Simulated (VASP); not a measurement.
# BAs (F-43m) in VASP: settings compared, part 3 of 3

VASP 6.6.1. The steps go on from the part before.

### Step 6. Single point, HSE06

POSCAR

```
BAs
1.0
    0.0000000000      2.3918674372      2.3918674372
    2.3918674372      0.0000000000      2.3918674372
    2.3918674372      2.3918674372      0.0000000000
B As
1 1
Direct
    0.2500000000      0.2500000000      0.2500000000
    0.0000000000      0.0000000000      0.0000000000
```

INCAR.step1

```
SYSTEM = BAs
PREC = Accurate ; ENCUT = 520
EDIFF = 1E-5 ; ISMEAR = 0
SIGMA = 0.01 ; LREAL = .FALSE.
LASPH = .TRUE. ; NELM = 60
ALGO = Normal ; ISIF = 2
LWAVE = .TRUE. ; LCHARG = .FALSE.
NBANDS = 11 ; GGA = PE
```

INCAR.step2

```
SYSTEM = BAs
PREC = Accurate ; ENCUT = 520
EDIFF = 1E-6 ; ISMEAR = 0
SIGMA = 0.01 ; LREAL = .FALSE.
LASPH = .TRUE. ; NELM = 60
ALGO = Normal ; ISIF = 2
LWAVE = .FALSE. ; LCHARG = .FALSE.
GGA = PE ; LHFCALC = .TRUE.
HFSCREEN = 0.2079 ; PRECFOCK = Normal
NBANDS = 11 ; ISTART = 1
```

KPOINTS

```
regular mesh
0
G
  6 6 6
  0 0 0
```

Potentials or basis: VASP PAW PBE potentials, release 64 (B, As).

Command:

```sh
cat potpaw_PBE.64/B/POTCAR potpaw_PBE.64/As/POTCAR > POTCAR
cp INCAR.step1 INCAR
mpirun -np 1 vasp_std > vasp.out
cp INCAR.step2 INCAR
mpirun -np 1 vasp_std > vasp.out
```

OUTCAR:

```text
SYSTEM = BAs
   PREC = Accurate
   ENCUT = 520
   EDIFF = 1E-6
   ISMEAR = 0
   LREAL = .FALSE.
   LASPH = .TRUE.
   NELM = 60
   ISIF = 2
   GGA = PE
   LHFCALC = .TRUE.
   HFSCREEN = 0.2079
   PRECFOCK = Normal
   ISTART = 1

 ion  position               nearest neighbor table
   1  0.250  0.250  0.250-   2 2.07   2 2.07   2 2.07   2 2.07
   2  0.000  0.000  0.000-   1 2.07   1 2.07   1 2.07   1 2.07

  LATTYP: Found a face centered cubic cell.
 ALAT       =     4.7837348744

[... 410 lines left out ...]

------------------------ aborting loop because EDIFF is reached ----------------------------------------

  FORCE on cell =-STRESS in cart. coord.  units (eV):
  Direction    XX          YY          ZZ          XY          YZ          ZX
  --------------------------------------------------------------------------------------
  -------------------------------------------------------------------------------------
  Total       -0.2001515     -0.2001515     -0.2001515     -0.0000000      0.0000000      0.0000000
  in kB      -11.7173143    -11.7173143    -11.7173143     -0.0000000      0.0000000      0.0000000
  external PRESSURE =     -11.7173143 kB  Pullay stress =       0.0000000 kB

 VOLUME and BASIS-vectors are now :
 -----------------------------------------------------------------------------
  energy-cutoff  :      520.00
  volume of cell :       27.37
      direct lattice vectors                 reciprocal lattice vectors
     0.000000000  2.391867437  2.391867437    -0.209041685  0.209041685  0.209041685
     2.391867437  0.000000000  2.391867437     0.209041685 -0.209041685  0.209041685
     2.391867437  2.391867437  0.000000000     0.209041685  0.209041685 -0.209041685

 POSITION                                       TOTAL-FORCE (eV/Angst)
 -----------------------------------------------------------------------------------
      1.19593      1.19593      1.19593        -0.000000     -0.000000     -0.000000
      0.00000      0.00000      0.00000         0.000000      0.000000      0.000000
 -----------------------------------------------------------------------------------
    total drift:                                0.000000      0.000000      0.000000

  FREE ENERGIE OF THE ION-ELECTRON SYSTEM (eV)
  ---------------------------------------------------
  free  energy   TOTEN  =       -13.2419858854 eV

  energy  without entropy=      -13.2419858854  energy(sigma->0) =      -13.24198589
```

OUTCAR.step1:

```text
SYSTEM = BAs
   PREC = Accurate
   ENCUT = 520
   EDIFF = 1E-5
   ISMEAR = 0
   LREAL = .FALSE.
   LASPH = .TRUE.
[... 435 lines left out ...]
      1.19593      1.19593      1.19593         0.000000     -0.000000     -0.000000
      0.00000      0.00000      0.00000        -0.000000      0.000000      0.000000
 -----------------------------------------------------------------------------------
    total drift:                                0.000000      0.000000      0.000000

  FREE ENERGIE OF THE ION-ELECTRON SYSTEM (eV)
  ---------------------------------------------------
  free  energy   TOTEN  =       -11.3899446037 eV

  energy  without entropy=      -11.3899446037  energy(sigma->0) =      -11.38994460
```

Run time: 7 min. Hardware: 1 thread of Intel Xeon Platinum 8375C at 2.90GHz (Ice Lake), shared host; peak memory 0.27 GiB.

What came out:

| Item | Value |
| --- | --- |
| Free energy | -13.2420 eV |
| Pressure | -1.2 GPa |
| Band gap on the k mesh | 1.95 eV, indirect (least direct gap 4.11 eV) |

Caveat: the PAW data sets were made with another functional, which shifts forces and pressure a little.

### Step 7. Single point, PBE0

POSCAR is that of step 6.

INCAR.step1

```
ALGO     = Normal         # electronic algorithm
EDIFF    = 1E-5           # SCF threshold, eV
ENCUT    = 520            # plane-wave cutoff, eV
GGA      = PE             # functional
ISIF     = 2              # what is computed and relaxed
ISMEAR   = 0              # smearing method
LASPH    = True           # aspherical terms in the spheres
LCHARG   = False          # write CHGCAR
LREAL    = False          # projectors in reciprocal space
LWAVE    = True           # write WAVECAR
NBANDS   = 11             # bands
NELM     = 80             # most SCF steps
PREC     = Accurate       # precision mode
SIGMA    = 0.01           # smearing width, eV
```

INCAR.step2

```
AEXX     = 0.25           # exact-exchange fraction
ALGO     = Normal         # electronic algorithm
EDIFF    = 1E-6           # SCF threshold, eV
ENCUT    = 520            # plane-wave cutoff, eV
GGA      = PE             # functional
ISIF     = 2              # what is computed and relaxed
ISMEAR   = 0              # smearing method
ISTART   = 1            
LASPH    = True           # aspherical terms in the spheres
LCHARG   = False          # write CHGCAR
LHFCALC  = True           # exact exchange
LREAL    = False          # projectors in reciprocal space
LWAVE    = False          # write WAVECAR
NBANDS   = 11             # bands
NELM     = 80             # most SCF steps
PREC     = Accurate       # precision mode
PRECFOCK = Normal       
SIGMA    = 0.01           # smearing width, eV
```

KPOINTS

```
k-points
0
Gamma
  6 6 6
```

Potentials or basis: VASP PAW PBE potentials, release 64 (B, As).

Command:

```sh
cat potpaw_PBE.64/B/POTCAR potpaw_PBE.64/As/POTCAR > POTCAR
cp INCAR.step1 INCAR
mpirun -np 1 vasp_std > vasp.out
cp INCAR.step2 INCAR
mpirun -np 1 vasp_std > vasp.out
```

OUTCAR:

```text
AEXX = 0.25
   EDIFF = 1E-6
   ENCUT = 520
   GGA = PE
   ISIF = 2
   ISMEAR = 0
   ISTART = 1
   LASPH = True
   LHFCALC = True
   LREAL = False
   NELM = 80
   PREC = Accurate
   PRECFOCK = Normal

 ion  position               nearest neighbor table
   1  0.250  0.250  0.250-   2 2.07   2 2.07   2 2.07   2 2.07
   2  0.000  0.000  0.000-   1 2.07   1 2.07   1 2.07   1 2.07

  LATTYP: Found a face centered cubic cell.
 ALAT       =     4.7837348744

  Lattice vectors:

 A1 = (   0.0000000000,   2.3918674372,   2.3918674372)
 A2 = (   2.3918674372,   0.0000000000,   2.3918674372)
 A3 = (   2.3918674372,   2.3918674372,   0.0000000000)

Analysis of symmetry for initial positions (statically):
=====================================================================
 Subroutine PRICEL returns:
 Original cell was already a primitive cell.

 Routine SETGRP: Setting up the symmetry group for a
 face centered cubic supercell.

 Subroutine GETGRP returns: Found 24 space group operations
 (whereof 24 operations were pure point group operations)
 out of a pool of 48 trial point group operations.

The static configuration has the point symmetry T_d .

Analysis of symmetry for dynamics (positions and initial velocities):
=====================================================================
 Subroutine PRICEL returns:
 Original cell was already a primitive cell.

 Routine SETGRP: Setting up the symmetry group for a
 face centered cubic supercell.

 Subroutine GETGRP returns: Found 24 space group operations
 (whereof 24 operations were pure point group operations)
 out of a pool of 48 trial point group operations.

The dynamic configuration has the point symmetry T_d .

 Subroutine INISYM returns: Found 24 space group operations
 (whereof 24 operations are pure point group operations),
 and found     1 'primitive' translations

----------------------------------------------------------------------------------------

                                     Primitive cell

  volume of cell :      27.3679

  direct lattice vectors                    reciprocal lattice vectors
     0.000000000  2.391867437  2.391867437    -0.209041685  0.209041685  0.209041685
     2.391867437  0.000000000  2.391867437     0.209041685 -0.209041685  0.209041685
     2.391867437  2.391867437  0.000000000     0.209041685  0.209041685 -0.209041685

  length of vectors
     3.382611369  3.382611369  3.382611369     0.362070820  0.362070820  0.362070820

  position of ions in fractional coordinates (direct lattice)
     0.250000000  0.250000000  0.250000000
     0.000000000  0.000000000  0.000000000

  ion indices of the primitive-cell ions
   primitive index   ion index
                 1           1
                 2           2

----------------------------------------------------------------------------------------

 KPOINTS: k-points

Automatic generation of k-mesh.
 Grid dimensions read from file:
 generate k-points for:    6    6    6

 Generating k-lattice:

  Cartesian coordinates                     Fractional coordinates (reciprocal lattice)
    -0.034840281  0.034840281  0.034840281     0.166666667  0.000000000  0.000000000
[... 38 lines left out ...]
   NGX,Y,Z   is equivalent  to a cutoff of  13.76, 13.76, 13.76 a.u.
   NGXF,Y,Z  is equivalent  to a cutoff of  27.52, 27.52, 27.52 a.u.
 SYSTEM =  unknown system
   PREC   = accura    normal or accurate (medium, high low for compatibility)
   ISTART =      1    job   : 0-new  1-cont  2-samecut
   ICHARG =      0    charge: 1-file 2-atom 10-const
   ISPIN  =      1    spin polarized calculation?
   LNONCOLLINEAR =      F non collinear calculations
   LSORBIT =      F    spin-orbit coupling
   LASPH  =      T    aspherical Exc in radial PAW
   ENCUT  =  520.0 eV  38.22 Ry    6.18 a.u.   6.29  6.29  6.29*2*pi/ulx,y,z
   NELM   =     80;   NELMIN=  2; NELMDL=  0     # of ELM steps
   EDIFF  = 0.1E-05   stopping-criterion for ELM
   LREAL  =      F    real-space projection
   EDIFFG = 0.1E-04   stopping-criterion for IOM
   NSW    =      0    number of steps for IOM
   IBRION =     -1    ionic relax: 0-MD 1-quasi-New 2-CG
   NFREE  =      0    steps in history (QN), initial steepest desc. (CG)
   ISIF   =      2    stress and relaxation
   ISYM   =      3    0-nonsym 1-usesym 2-fastsym
   POTIM  = 0.5000    time-step for ionic-motion
   TEBEG  =    0.0;   TEEND  =   0.0 temperature during run
   PSTRESS=    0.0 pullay stress
   NELECT =       8.0000    total number of electrons
   NUPDOWN=      -1.0000    fix difference up-down
   EMIN   =  10.00;   EMAX   =-10.00  energy-range for DOS
   EFERMI =   0.00;   METHOD = LEGACY
   ISMEAR =     0;   SIGMA  =   0.01  broadening in eV -4-tet -1-fermi 0-gaus
   EFERMI_NEDOS =   21; number of points for ismear=-14 and -15
   IALGO  =     38    algorithm
   IMIX   =      1    mixing-type and parameters
     AMIX     =   0.40;   BMIX     =  1.00
     AMIX_MAG =   1.60;   BMIX_MAG =  1.00
  volume/ion in A,a.u.               =      13.68        92.34
  Fermi-wavevector in a.u.,A,eV,Ry     =   1.086487  2.053162 16.061041  1.180453
  Thomas-Fermi vector in A             =   2.222624
   LORBIT       =      0    0 simple, 1 ext, 2 COOP (PROOUT), +10 PAW based schemes
   GGA     = PE    functional components
   LHFCALC =     T    Hartree Fock is set to
   PRECFOCK=normal    Normal, Fast or Accurate (Low or Medium for compatibility)
   ENCUT4O =  -1.0   cutoff for four orbital integrals eV
   NKREDX  =     1    reduce k-point grid by
   NKREDY  =     1    reduce k-point grid by
   NKREDZ  =     1    reduce k-point grid by
   AEXX    =    0.2500 exact exchange contribution
   HFSCREEN=    0.0000 screening length (either q_TF or 0.3 A-1)
   HFSCREENC=   0.0000 screening length for correlation (either q_TF or 0.3 A-1)
   ENCUTFOCK=  -1.0 apply spherical cutoff to Coloumb kernel
   IVDW    =     0    specifies the selected vdW correction
   LEPSILON=     F    determine dielectric tensor
   LRPA    =     F    only Hartree local field effects (RPA)
 non-spin polarized calculation
 Gauss-broadening in eV      SIGMA  =   0.01
  energy-cutoff  :      520.00
  volume of cell :       27.37
 maximum number of plane-waves:       754
 NGX is ok and might be reduce to    28
  NGX = 20; NGY = 20; NGZ = 20

 number of electron       8.0000000 magnetization

 Free energy of the ion-electron system (eV)
  ---------------------------------------------------
  ext. energy  EPLUGINS =         0.00000000
  ---------------------------------------------------
  free energy    TOTEN  =       -14.17309403 eV

  energy without entropy =      -14.17309403  energy(sigma->0) =      -14.17309403

 E-fermi :   5.4154     XC(G=0):  -8.3467

 val. band max:        5.3188397042   @ k =   0.0000   0.0000   0.0000
 cond. band min:       7.9693853327   @ k =   0.3333   0.3333   0.0000
 fundamental gap:      2.6505456285
 Fermi energy:         5.4154015694

 k-point     1 :       0.0000    0.0000    0.0000
  band No.  band energies     occupation
      1     -11.6771      2.00000
      2       5.3188      2.00000
      3       5.3188      2.00000
      4       5.3188      2.00000
      5      10.1321      0.00000
      6      10.1321      0.00000
      7      10.1321      0.00000
      8      11.8611      0.00000
      9      16.6446      0.00000
     10      20.0959      0.00000
     11      20.0959      0.00000
[... 197 lines left out ...]
 k-point    16 :      -0.3333    0.5000    0.1667
  band No.  band energies     occupation
      1      -6.8645      2.00000
      2      -3.8704      2.00000
      3      -0.3172      2.00000
      4      -0.1044      2.00000
      5      10.6369      0.00000
      6      10.9164      0.00000
      7      15.9451      0.00000
      8      16.1817      0.00000
      9      19.8505      0.00000
     10      23.1645      0.00000
     11      23.2421      0.00000

------------------------ aborting loop because EDIFF is reached ----------------------------------------

  FORCE on cell =-STRESS in cart. coord.  units (eV):
  Direction    XX          YY          ZZ          XY          YZ          ZX
  --------------------------------------------------------------------------------------
  -------------------------------------------------------------------------------------
  Total       -0.2249121     -0.2249121     -0.2249121      0.0000000      0.0000000      0.0000000
  in kB      -13.1668574    -13.1668574    -13.1668574      0.0000000      0.0000000      0.0000000
  external PRESSURE =     -13.1668574 kB  Pullay stress =       0.0000000 kB

 VOLUME and BASIS-vectors are now :
 -----------------------------------------------------------------------------
  energy-cutoff  :      520.00
  volume of cell :       27.37
      direct lattice vectors                 reciprocal lattice vectors
     0.000000000  2.391867437  2.391867437    -0.209041685  0.209041685  0.209041685
     2.391867437  0.000000000  2.391867437     0.209041685 -0.209041685  0.209041685
     2.391867437  2.391867437  0.000000000     0.209041685  0.209041685 -0.209041685

 POSITION                                       TOTAL-FORCE (eV/Angst)
 -----------------------------------------------------------------------------------
      1.19593      1.19593      1.19593         0.000000      0.000000      0.000000
      0.00000      0.00000      0.00000        -0.000000     -0.000000     -0.000000
 -----------------------------------------------------------------------------------
    total drift:                                0.000000      0.000000      0.000000

  FREE ENERGIE OF THE ION-ELECTRON SYSTEM (eV)
  ---------------------------------------------------
  free  energy   TOTEN  =       -14.1730940331 eV

  energy  without entropy=      -14.1730940331  energy(sigma->0) =      -14.17309403
```

Wall time 6.7 min (1 thread of Intel Xeon Platinum 8375C at 2.90GHz (Ice Lake), shared host); peak memory 0.17 GiB.

Results:

- Free energy: -14.1731 eV
- Pressure: -1.3 GPa
- Band gap on the k mesh: 2.65 eV, indirect (least direct gap 4.81 eV)

Levels at points of the mesh, in eV from the valence-band top:
| k point | band 2 | band 3 | band 4 | band 5 | band 6 | band 7 |
| --- | --- | --- | --- | --- | --- | --- |
| (0.00, 0.00, 0.00) | 0.00 | 0.00 | 0.00 | 4.81 | 4.81 | 4.81 |
| (0.50, 0.00, 0.00) | -9.74 | -2.00 | -2.00 | 4.25 | 6.42 | 6.42 |
| (0.50, 0.50, 0.00) | -9.53 | -4.48 | -4.48 | 2.79 | 2.86 | 13.66 |

Caveat: the PAW data sets were made with another functional, which shifts forces and pressure a little.

### Step 8. The runs side by side

```tsv
level	k mesh	grid for exact exchange (PRECFOCK)	screening parameter	gap on the mesh (eV)	pressure (GPa)
PBE	6 × 6 × 6	-	-	1.28	2.8
r2SCAN	6 × 6 × 6	-	-	1.47	0.3
PBE	10 × 10 × 10	-	-	1.18	2.8
HSE06	6 × 6 × 6	Normal	0.2079 1/Å	1.95	-1.2
PBE0	6 × 6 × 6	Normal	-	2.65	-1.3
```

Alike in all rows: task single point; potentials or basis VASP PAW PBE potentials, release 64 (B, As); no spin polarisation; cell as given; cutoff (eV) 520; smearing gaussian 0.01 eV.

On the cell as given the gap runs from 1.18 eV (PBE) to 2.65 eV (PBE0); the meshes differ, which moves gaps too. The pressure there spans -1.3 GPa (PBE0) to 2.8 GPa (PBE); a positive pressure means that this level wants a larger cell, a negative one a smaller.

Caveats: the PAW data sets were made with another functional, which shifts forces and pressure a little (some runs).

Total energies depend on the potentials used, so only differences within one code and one set of settings carry meaning.
